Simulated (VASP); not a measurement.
# Sb (P6_3/mmc) in VASP: a series of runs, part 2 of 2

VASP 6.6.1.

## (4) Relaxation of cell and atoms, PBEsol, target pressure 4 GPa, at which the enthalpy is minimised

This run uses another cell than the first one, of 24.80 Å³/atom, 1.171 times its volume.

The input, INCAR:

```
  PREC = Accurate
  ENCUT = 500
  EDIFF = 1E-7
  ISMEAR = 0
  SIGMA = 0.1
  LREAL = False
  LASPH = True
  NELM = 120
  ALGO = Normal
  ISIF = 3
  LWAVE = False
  LCHARG = False
  GGA = PS
  IBRION = 2
  NSW = 70
  EDIFFG = -0.008
  PSTRESS = 40.0
  GGA_COMPAT = False
  NELMIN = 4
```

The input, KPOINTS:

```
regular mesh
0
Gamma
  15 15 8
```

The input, POSCAR:

```
Sb
1.0
    3.2585537200      0.0000000000      0.0000000000
   -1.6292768600      2.8219903011      0.0000000000
    0.0000000000      0.0000000000      5.3942787563
Sb
2
Direct
    0.3333333333      0.6666666667      0.2500000000
    0.6666666667      0.3333333333      0.7500000000
```

Potentials or basis: VASP PAW PBE potentials, release 64 (Sb).

Command:

```console
$ cat potpaw_PBE.64/Sb/POTCAR > POTCAR
$ mpirun -np 1 vasp_std > vasp.out
```

OUTCAR:

```text
PREC = Accurate
   ENCUT = 500
   EDIFF = 1E-7
   ISMEAR = 0
   LREAL = False
   LASPH = True
   NELM = 120
   ISIF = 3
   GGA = PS
   IBRION = 2
   NSW = 70
   EDIFFG = -0.008
   PSTRESS = 40.0
   NELMIN = 4

 ion  position               nearest neighbor table
   1  0.333  0.667  0.250-   2 3.29   2 3.29   2 3.29   2 3.29   2 3.29   2 3.29
   2  0.667  0.333  0.750-   1 3.29   1 3.29   1 3.29   1 3.29   1 3.29   1 3.29

  LATTYP: Found a hexagonal cell.
 ALAT       =     3.2585537200
 C/A-ratio  =     1.6554211530

  Lattice vectors:

 A1 = (   3.2585537200,   0.0000000000,   0.0000000000)
 A2 = (  -1.6292768600,   2.8219903011,   0.0000000000)
 A3 = (   0.0000000000,   0.0000000000,   5.3942787563)

Analysis of symmetry for initial positions (statically):
=====================================================================
 Subroutine PRICEL returns:
 Original cell was already a primitive cell.

 Routine SETGRP: Setting up the symmetry group for a
 hexagonal supercell.

 Subroutine GETGRP returns: Found 24 space group operations
 (whereof 12 operations were pure point group operations)
 out of a pool of 24 trial point group operations.

The static configuration has the point symmetry D_3d.
[... 171 lines left out ...]
  --------------------------------------------------------------------------------------
  -------------------------------------------------------------------------------------
  Total        1.3311973      1.3311973      1.1980393      0.0000000      0.0000000     -0.0000000
  in kB       42.9971042     42.9971042     38.6961575      0.0000000      0.0000000     -0.0000000
  external PRESSURE =       1.5634553 kB  Pullay stress =      40.0000000 kB
[... 101 lines left out ...]
--------------------------------------- Ionic step        4  -------------------------------------------

 number of electron      10.0000000 magnetization

 Free energy of the ion-electron system (eV)
  ---------------------------------------------------
  ext. energy  EPLUGINS =         0.00000000
  ---------------------------------------------------
  free energy    TOTEN  =        -8.65529586 eV

  energy without entropy =       -8.64817630  energy(sigma->0) =       -8.65173608

 E-fermi :   9.5038     XC(G=0): -10.6835

 val. band max:        9.4677185875   @ k =   0.4000   0.2000   0.1250
 cond. band min:       9.5161232159   @ k =   0.1333   0.1333   0.3750
 fundamental gap:      0.0484046284
 Fermi energy:         9.5038077654

 k-point     1 :       0.0000    0.0000    0.0000
  band No.  band energies     occupation
      1      -4.1325      2.00000
      2       0.0070      2.00000
      3       3.0888      2.00000
      4      13.5293      0.00000
      5      13.5293      0.00000
      6      15.2866      0.00000
      7      15.2866      0.00000
      8      15.3587      0.00000
      9      17.6716      0.00000
[... 265 lines left out ...]
 k-point    24 :       0.4000    0.2000    0.0000
  band No.  band energies     occupation
      1       0.3882      2.00000
      2       1.4960      2.00000
      3       5.0648      2.00000
      4       6.6849      2.00000
      5       7.1495      2.00000
      6       7.5701      2.00000
      7       9.2637      1.99931
      8      10.2311      0.00000
      9      13.8709      0.00000

 [... further k-points ...]
[... 5 lines left out ...]
  --------------------------------------------------------------------------------------
  -------------------------------------------------------------------------------------
  Total        1.2400945      1.2400945      1.2364671      0.0000000     -0.0000000      0.0000000
  in kB       39.9903042     39.9903042     39.8733285      0.0000000     -0.0000000      0.0000000
  external PRESSURE =      -0.0486877 kB  Pullay stress =      40.0000000 kB
[... 21 lines left out ...]
  energy  without entropy=       -8.6481762984  energy(sigma->0) =       -8.65173608

  enthalpy is  TOTEN    =        -7.4149007006 eV   P V=        1.2403951576

 reached required accuracy - stopping structural energy minimisation
```

Run time: 1.8 min. Hardware: 1 thread of Intel Xeon 8259CL, shared host; peak memory 0.2 GiB.

Results:

```yaml
Free_energy: -8.6553 eV
Relaxed_volume: 24.84 Å³/atom
Relaxed_cell: a = 3.266 Å, b = 3.266 Å, c = 5.378 Å, α = 90.00°, β = 90.00°, γ = 120.00°
Space_group_after_relaxing_to_0.05_Å: P6_3/mmc (No. 194)
Energy_change_on_relaxing_the_enthalpy_is_what_falls: -1.1 meV/atom
Ionic_steps: 4
Pressure_after_relaxing: 4.0 GPa
Band_gap_on_the_k_mesh: zero (band 5 reaches 14.41 eV, above the bottom of band 6 at 5.88 eV)
```

Step by step:
| step | energy change (eV) | largest force (eV/Å) | pressure (GPa) | volume (Å³) |
| --- | --- | --- | --- | --- |
| 1 | 0.0000 | 0.0000 | 4.16 | 49.60 |
| 2 | -0.0045 | 0.0000 | 3.84 | 49.78 |
| 3 | -0.0040 | 0.0000 | 3.88 | 49.75 |
| 4 | -0.0023 | 0.0000 | 4.00 | 49.68 |

Final structure:
```
Sb
1.0
     3.26618    0.00000    0.00000
    -1.63309    2.82859    0.00000
     0.00000    0.00000    5.37774
Sb
2
Direct
  0.33333 0.66667 0.25000
  0.66667 0.33333 0.75000
```

Levels at points of the mesh, in eV from the Fermi level:
```csv
k point,band 3,band 4,band 5,band 6,band 7,band 8
"(0.00, 0.00, 0.00)",-6.42,4.03,4.03,5.78,5.78,5.85
"(0.00, 0.00, 0.50)",-0.95,-0.95,4.91,4.91,4.91,4.91
```

Caveat: the cell is relaxed towards a set pressure, so the enthalpy falls and the energy may rise; the PAW data sets were made with another functional, which shifts forces and pressure a little; spin-orbit coupling is left out, which moves the levels of the heavy elements.

## (5) Relaxation of cell and atoms, PBEsol, target pressure 1 GPa, at which the enthalpy is minimised

This run uses another cell than the first one, of 25.90 Å³/atom, 1.223 times its volume.

The input, INCAR:

```
PREC = Accurate ; ENCUT = 500
EDIFF = 1E-7 ; ISMEAR = 0
SIGMA = 0.1 ; LREAL = F
LASPH = T ; NELM = 120
ALGO = Normal ; ISIF = 3
LWAVE = F ; LCHARG = F
GGA = PS ; IBRION = 2
NSW = 70 ; EDIFFG = -0.008
PSTRESS = 10.0 ; GGA_COMPAT = F
NELMIN = 4
```

KPOINTS is that of step 4.

The input, POSCAR:

```
Sb
1.0
    3.3043174698      0.0000000000      0.0000000000
   -1.6521587349      2.8616228710      0.0000000000
    0.0000000000      0.0000000000      5.4776162065
Sb
2
Direct
    0.3333333333      0.6666666667      0.2500000000
    0.6666666667      0.3333333333      0.7500000000
```

Potentials or basis: VASP PAW PBE potentials, release 64 (Sb).

Command:

```console
$ cat potpaw_PBE.64/Sb/POTCAR > POTCAR
$ mpirun -np 1 vasp_std > vasp.out
```

OUTCAR:

```text
PREC = Accurate
   ENCUT = 500
   EDIFF = 1E-7
   ISMEAR = 0
   LREAL = F
   LASPH = T
   NELM = 120
   ISIF = 3
   GGA = PS
   IBRION = 2
   NSW = 70
   EDIFFG = -0.008
   PSTRESS = 10.0
   NELMIN = 4

 ion  position               nearest neighbor table
   1  0.333  0.667  0.250-   2 3.34   2 3.34   2 3.34   2 3.34   2 3.34   2 3.34
   2  0.667  0.333  0.750-   1 3.34   1 3.34   1 3.34   1 3.34   1 3.34   1 3.34

  LATTYP: Found a hexagonal cell.
 ALAT       =     3.3043174698
 C/A-ratio  =     1.6577148705

  Lattice vectors:

 A1 = (   3.3043174698,   0.0000000000,   0.0000000000)
 A2 = (  -1.6521587349,   2.8616228710,   0.0000000000)
 A3 = (   0.0000000000,   0.0000000000,   5.4776162065)

Analysis of symmetry for initial positions (statically):
=====================================================================
 Subroutine PRICEL returns:
 Original cell was already a primitive cell.

 Routine SETGRP: Setting up the symmetry group for a
 hexagonal supercell.

 Subroutine GETGRP returns: Found 24 space group operations
 (whereof 12 operations were pure point group operations)
 out of a pool of 24 trial point group operations.

The static configuration has the point symmetry D_3d.
 The point group associated with its full space group is D_6h.

Analysis of symmetry for dynamics (positions and initial velocities):
=====================================================================
 Subroutine PRICEL returns:
 Original cell was already a primitive cell.

 Routine SETGRP: Setting up the symmetry group for a
 hexagonal supercell.

 Subroutine GETGRP returns: Found 24 space group operations
 (whereof 12 operations were pure point group operations)
 out of a pool of 24 trial point group operations.

The dynamic configuration has the point symmetry D_3d.
 The point group associated with its full space group is D_6h.

 Subroutine INISYM returns: Found 24 space group operations
 (whereof 12 operations are pure point group operations),
 and found     1 'primitive' translations

----------------------------------------------------------------------------------------

                                     Primitive cell

  volume of cell :      51.7948

  direct lattice vectors                    reciprocal lattice vectors
     3.304317470  0.000000000  0.000000000     0.302634359  0.174726029  0.000000000
    -1.652158735  2.861622871  0.000000000     0.000000000  0.349452057  0.000000000
     0.000000000  0.000000000  5.477616206     0.000000000  0.000000000  0.182561166

  length of vectors
     3.304317470  3.304317470  5.477616206     0.349452057  0.349452057  0.182561166

  position of ions in fractional coordinates (direct lattice)
     0.333333333  0.666666667  0.250000000
     0.666666667  0.333333333  0.750000000

  ion indices of the primitive-cell ions
   primitive index   ion index
                 1           1
                 2           2

----------------------------------------------------------------------------------------

 KPOINTS: regular mesh

[... 28 lines left out ...]
  0.266667 -0.000000  0.000000      6.000000
  0.333333  0.000000  0.000000      6.000000
[... 16 lines left out ...]
  0.333333  0.200000  0.000000     12.000000
  0.400000  0.200000  0.000000      6.000000
 [... further k-points ...]
   k-points           NKPTS =    135   k-points in BZ     NKDIM =    135   number of bands    NBANDS=      9
   number of dos      NEDOS =    301   number of ions     NIONS =      2
   total plane-waves  NPLWV =  23040
   dimension x,y,z NGX =    24 NGY =   24 NGZ =   40
   dimension x,y,z NGXF=    48 NGYF=   48 NGZF=   80
   ions per type =               2
   NGX,Y,Z   is equivalent  to a cutoff of  12.07, 12.07, 12.14 a.u.
   NGXF,Y,Z  is equivalent  to a cutoff of  24.15, 24.15, 24.28 a.u.
 SYSTEM =  unknown system
   PREC   = accura    normal or accurate (medium, high low for compatibility)
   ISTART =      0    job   : 0-new  1-cont  2-samecut
   ICHARG =      2    charge: 1-file 2-atom 10-const
   ISPIN  =      1    spin polarized calculation?
   LNONCOLLINEAR =      F non collinear calculations
   LSORBIT =      F    spin-orbit coupling
   LASPH  =      T    aspherical Exc in radial PAW
   ENCUT  =  500.0 eV  36.75 Ry    6.06 a.u.   6.02  6.02  9.99*2*pi/ulx,y,z
   NELM   =    120;   NELMIN=  4; NELMDL= -5     # of ELM steps
   EDIFF  = 0.1E-06   stopping-criterion for ELM
   LREAL  =      F    real-space projection
   EDIFFG = -.8E-02   stopping-criterion for IOM
   NSW    =     70    number of steps for IOM
   IBRION =      2    ionic relax: 0-MD 1-quasi-New 2-CG
   NFREE  =      1    steps in history (QN), initial steepest desc. (CG)
   ISIF   =      3    stress and relaxation
   ISYM   =      2    0-nonsym 1-usesym 2-fastsym
   POTIM  = 0.5000    time-step for ionic-motion
   TEBEG  =    0.0;   TEEND  =   0.0 temperature during run
   PSTRESS=   10.0 pullay stress
   NELECT =      10.0000    total number of electrons
   NUPDOWN=      -1.0000    fix difference up-down
   EMIN   =  10.00;   EMAX   =-10.00  energy-range for DOS
   EFERMI =   0.00;   METHOD = LEGACY
   ISMEAR =     0;   SIGMA  =   0.10  broadening in eV -4-tet -1-fermi 0-gaus
   EFERMI_NEDOS =   21; number of points for ismear=-14 and -15
   IALGO  =     38    algorithm
   IMIX   =      4    mixing-type and parameters
     AMIX     =   0.40;   BMIX     =  1.00
     AMIX_MAG =   1.60;   BMIX_MAG =  1.00
  volume/ion in A,a.u.               =      25.90       174.76
  Fermi-wavevector in a.u.,A,eV,Ry     =   0.946193  1.788045 12.181031  0.895281
  Thomas-Fermi vector in A             =   2.074167
   LORBIT       =      0    0 simple, 1 ext, 2 COOP (PROOUT), +10 PAW based schemes
   GGA     = PS    functional components
   LHFCALC =     F    Hartree Fock is set to
   AEXX    =    0.0000 exact exchange contribution
   IVDW    =     0    specifies the selected vdW correction
   LEPSILON=     F    determine dielectric tensor
   LRPA    =     F    only Hartree local field effects (RPA)
 conjugate gradient relaxation of ions
 non-spin polarized calculation
 Gauss-broadening in eV      SIGMA  =   0.10
  energy-cutoff  :      500.00
  volume of cell :       51.79
 maximum number of plane-waves:      1338
   NGX = 13   NGY = 13   NGZ = 19

--------------------------------------- Ionic step        1  -------------------------------------------

 number of electron      10.0000000 magnetization

 Free energy of the ion-electron system (eV)
  ---------------------------------------------------
  ext. energy  EPLUGINS =         0.00000000
  ---------------------------------------------------
  free energy    TOTEN  =        -8.68529130 eV

  energy without entropy =       -8.67770893  energy(sigma->0) =       -8.68150012

------------------------ aborting loop because EDIFF is reached ----------------------------------------

  FORCE on cell =-STRESS in cart. coord.  units (eV):
  Direction    XX          YY          ZZ          XY          YZ          ZX
  --------------------------------------------------------------------------------------
  -------------------------------------------------------------------------------------
  Total        0.2386723      0.2386723      0.1974002     -0.0000000     -0.0000000      0.0000000
  in kB        7.3828973      7.3828973      6.1062199     -0.0000000     -0.0000000      0.0000000
  external PRESSURE =      -3.0426619 kB  Pullay stress =      10.0000000 kB
[... 139 lines left out ...]
--------------------------------------- Ionic step        5  -------------------------------------------

 number of electron      10.0000000 magnetization

 Free energy of the ion-electron system (eV)
  ---------------------------------------------------
  ext. energy  EPLUGINS =         0.00000000
  ---------------------------------------------------
  free energy    TOTEN  =        -8.68415625 eV

  energy without entropy =       -8.67658401  energy(sigma->0) =       -8.68037013

 E-fermi :   8.9953     XC(G=0): -10.5197

 val. band max:        8.9756414496   @ k =   0.4000   0.1333   0.0000
 cond. band min:       8.9957688959   @ k =   0.4000   0.0000   0.3750
 fundamental gap:      0.0201274463
 Fermi energy:         8.9952750048

 k-point     1 :       0.0000    0.0000    0.0000
  band No.  band energies     occupation
      1      -4.3332      2.00000
      2      -0.4622      2.00000
      3       2.8198      2.00000
      4      12.8898      0.00000
      5      12.8898      0.00000
      6      14.4662      0.00000
      7      14.5462      0.00000
      8      14.5462      0.00000
      9      17.0422      0.00000
[... 265 lines left out ...]
 k-point    24 :       0.4000    0.2000    0.0000
  band No.  band energies     occupation
      1      -0.0061      2.00000
      2       1.0576      2.00000
      3       4.6359      2.00000
      4       6.2082      2.00000
      5       6.7390      2.00000
      6       7.1574      2.00000
      7       8.8040      1.99317
      8       9.6403      0.00000
      9      13.3876      0.00000

 [... further k-points ...]
[... 5 lines left out ...]
  --------------------------------------------------------------------------------------
  -------------------------------------------------------------------------------------
  Total        0.3311274      0.3311274      0.3066547      0.0000000      0.0000000      0.0000000
  in kB       10.2868013     10.2868013      9.5265327      0.0000000      0.0000000      0.0000000
  external PRESSURE =       0.0333784 kB  Pullay stress =      10.0000000 kB
[... 21 lines left out ...]
  energy  without entropy=       -8.6765840077  energy(sigma->0) =       -8.68037013

  enthalpy is  TOTEN    =        -8.3622608061 eV   P V=        0.3218954446

 reached required accuracy - stopping structural energy minimisation
```

Run time: 2.1 min. Hardware: 1 thread of Intel Xeon 8259CL, shared host; peak memory 0.2 GiB.

What came out:

| Quantity | Value |
| --- | --- |
| Free energy | -8.6842 eV |
| Relaxed volume | 25.79 Å³/atom |
| Relaxed cell | a = 3.301 Å, b = 3.301 Å, c = 5.464 Å, α = 90.00°, β = 90.00°, γ = 120.00° |
| Space group after relaxing (to 0.05 Å) | P6_3/mmc (No. 194) |
| Energy change on relaxing (the enthalpy is what falls) | +0.6 meV/atom |
| Ionic steps | 5 |
| Pressure after relaxing | 1.0 GPa |
| Band gap on the k mesh | zero (band 5 reaches 13.71 eV, above the bottom of band 6 at 5.52 eV) |

The path:
```
step  energy change (eV)  largest force (eV/Å)  pressure (GPa)  volume (Å³)
   1              0.0000                0.0000            0.70        51.79
   2              0.0022                0.0000            1.22        51.43
   3              0.0012                0.0000            1.02        51.57
   4              0.0012                0.0000            1.01        51.57
   5              0.0011                0.0000            1.00        51.57
```

Final structure:
```
CELL_PARAMETERS angstrom
3.30133 0.00000 0.00000
-1.65066 2.85903 0.00000
0.00000 0.00000 5.46408
ATOMIC_POSITIONS crystal
Sb 0.33333 0.66667 0.25000
Sb 0.66667 0.33333 0.75000
```

Caveat: the cell is relaxed towards a set pressure, so the enthalpy falls and the energy may rise; the PAW data sets were made with another functional, which shifts forces and pressure a little; spin-orbit coupling is left out, which moves the levels of the heavy elements.

## (6) The runs side by side

| cell | gap on the mesh (eV) | pressure (GPa) |
| --- | --- | --- |
| relaxed to 25 GPa from a = 3.097, b = 3.097, c = 5.099 Å, angles 90.0, 90.0, 120.0°, 2 atoms | none | 25.0 |
| relaxed to 12 GPa from a = 3.180, b = 3.180, c = 5.236 Å, angles 90.0, 90.0, 120.0°, 2 atoms | none | 12.0 |
| relaxed to 4 GPa from a = 3.259, b = 3.259, c = 5.394 Å, angles 90.0, 90.0, 120.0°, 2 atoms | none | 4.0 |
| relaxed to 1 GPa from a = 3.304, b = 3.304, c = 5.478 Å, angles 90.0, 90.0, 120.0°, 2 atoms | none | 1.0 |

Alike in all rows: task relaxation of cell and atoms; level PBEsol; potentials or basis VASP PAW PBE potentials, release 64 (Sb); no spin polarisation; k mesh 15 × 15 × 8; cutoff (eV) 500; smearing gaussian 0.1 eV.

Caveats: the cell is relaxed towards a set pressure, so the enthalpy falls and the energy may rise; the PAW data sets were made with another functional, which shifts forces and pressure a little; spin-orbit coupling is left out, which moves the levels of the heavy elements.

Absolute energies hang on the potentials; compare differences alone.
